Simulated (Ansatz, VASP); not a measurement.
**One calculation of Pt, two programs**

INCAR

```
SYSTEM = Pt
  PREC = Accurate
  ENCUT = 520
  EDIFF = 1E-7
  ISMEAR = 0
  SIGMA = 0.15
  LREAL = .False.
  LASPH = .True.
  NELM = 100
  ALGO = Fast
  ISIF = 2
  LWAVE = .False.
  LCHARG = .False.
  NBANDS = 11
```

The input KPOINTS:

```
Automatic mesh
0
Gamma
  20 20 20
  0 0 0
```

File POSCAR:

```
Pt
1.0
    0.1946767288      2.0246379799      2.0246379799
    2.0246379799      0.1946767288      2.0246379799
    2.0246379799      2.0246379799      0.1946767288
Pt
1
Direct
    0.0000000000      0.0000000000      0.0000000000
```

Input for Ansatz:

```yaml
crystal:
  lattice:
    - [0.1946767288, 2.0246379799, 2.0246379799]
    - [2.0246379799, 0.1946767288, 2.0246379799]
    - [2.0246379799, 2.0246379799, 0.1946767288]
  atoms:
    - { symbol: Pt, position: [0.0, 0.0, 0.0] }
basis:
  ecutwfc: 420
kpoints:
  mp_grid: { grid: [20, 20, 20] }
hamiltonian:
  xc: lda
  pseudopotentials: { kind: paw, azcp: { folder: soft_1 } }
scf:
  occupations: { method: gaussian, width: 0.15 }
output:
  forces: true
  stress: true
  eigenvalues: true
```

Change from the starting cell: equal engineering shear yz, xz and xy +0.1000, equal normal strain along x, y and z -0.0100.

Alike in both runs: task single point; functional LDA; k mesh 20 × 20 × 20; occupations gaussian, width 0.15 eV; no spin polarisation.

|  | VASP | Ansatz |
| --- | --- | --- |
| version | VASP 6.6.1 | Ansatz 0.2.0 |
| potentials or method | VASP PAW LDA potentials, release 64 (Pt), cutoff 520 eV | scalar-relativistic, plane waves, PAW |
| valence electrons in the cell | 10 | 18 |

|  | VASP | Ansatz | Ansatz less VASP |
| --- | --- | --- | --- |
| gap on the k mesh at the Fermi level (eV) | none | none | - |
| pressure (GPa) | 22.9 | 21.9 | -0.98 |
| traceless stress, the component that is largest in VASP (GPa) | -13.81 | -13.55 | +0.262 |

Ansatz warns that its potentials were made for another functional, while VASP's fit it. LDA's correlation is that of Perdew and Zunger in VASP and of Perdew and Wang (1992) in Ansatz. A gap of «none» marks a metal or a gap that the smearing closes. VASP's potentials hold 10 valence electrons a cell and Ansatz's 18, so a difference there can come from the potentials and not from the codes.

Neither program's run includes spin-orbit coupling.
